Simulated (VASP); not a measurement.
The system is Sc.

```
Sc
1.0
     4.54750    0.00000    0.00000
     0.00000    7.53895    0.00000
     0.00000    0.00000    3.39075
Sc
4
Direct
  0.02050 0.25000 0.63480
  0.97950 0.75000 0.36520
  0.47950 0.75000 0.13480
  0.52050 0.25000 0.86520
```

| Quantity | Value |
| --- | --- |
| Program | VASP 6.6.1 |
| Task | relaxation of cell and atoms |
| Functional | PBE |
| Potentials or basis | VASP PAW PBE potentials, release 64 (Sc_sv) |
| Cutoff | 600 eV |
| k mesh | 4 × 2 × 6 |
| Occupations | gaussian, width 0.1 eV |
| Spin | no spin polarisation |

At the start: pressure 0.4 GPa; volume 29.06 Å³/atom.

Problem. Where does the relaxation end?

Solution. Over 37 steps the energy falls by 1432.9 meV/atom and the volume is 24.69 Å³/atom (-15.0 %); space group Pnma (No. 62, to 0.05 Å).

Step by step:
```csv
step,energy change (eV),largest force (eV/Å),pressure (GPa),volume (Å³)
1,0.0000,1.3780,0.39,116.25
2,-3.4931,0.5773,-4.20,114.44
3,-3.9619,0.2606,-4.56,112.27
4,-4.0110,0.2183,-4.47,111.52
5,-4.2225,0.2667,0.16,98.35
6,-4.2228,0.2635,-0.06,98.78
7,-4.2532,0.2800,0.19,98.11
8,-4.2627,0.2969,0.40,97.49
9,-4.2924,0.3373,0.15,97.97
10,-4.3959,0.4458,-0.61,99.39
11,-4.6253,0.5097,-1.92,102.26
12,-4.9679,0.5088,-3.65,108.07
13,-4.7650,0.4435,-7.29,119.93
14,-5.1139,0.4889,-4.93,112.04
15,-5.1206,0.4867,-4.93,112.04
16,-5.1391,0.4793,-4.94,112.04
17,-5.1697,0.4688,-4.97,112.04
18,-5.2062,0.4660,-5.05,112.04
19,-5.1908,0.4772,-5.23,111.99
20,-5.2144,0.4708,-5.11,112.03
21,-5.2534,0.4663,-4.82,111.07
22,-5.3577,0.4532,-3.86,108.23
23,-5.5056,0.4255,-1.59,102.67
24,-5.5141,0.3526,4.50,92.09
25,-5.5616,0.3901,1.22,97.19
26,-5.5881,0.3677,1.07,97.37
27,-5.6462,0.3090,0.60,97.88
28,-5.6650,0.2311,0.01,98.72
29,-5.6724,0.2490,0.19,98.45
30,-5.6850,0.2171,-0.01,98.81
31,-5.7090,0.1353,-0.57,99.86
32,-5.7037,0.0401,-1.57,101.97
33,-5.7150,0.0800,-1.00,100.74
34,-5.7258,0.0490,-0.06,99.02
35,-5.7264,0.0406,0.23,98.50
36,-5.7296,0.0320,0.21,98.62
37,-5.7316,0.0217,0.16,98.76
```

Final structure:
```
Sc
1.0
     5.73970    0.00000    0.00000
     0.00000    5.18379    0.00000
     0.00000    0.00000    3.31931
Sc
4
Direct
  0.16778 0.25000 0.50414
  0.83222 0.75000 0.49586
  0.33222 0.75000 0.00414
  0.66778 0.25000 0.99586
```

Caveat: the k points lie up to 0.61 Å⁻¹ apart in the final cell; the volume moved by over 15 % at a fixed basis, so the end points are rough.
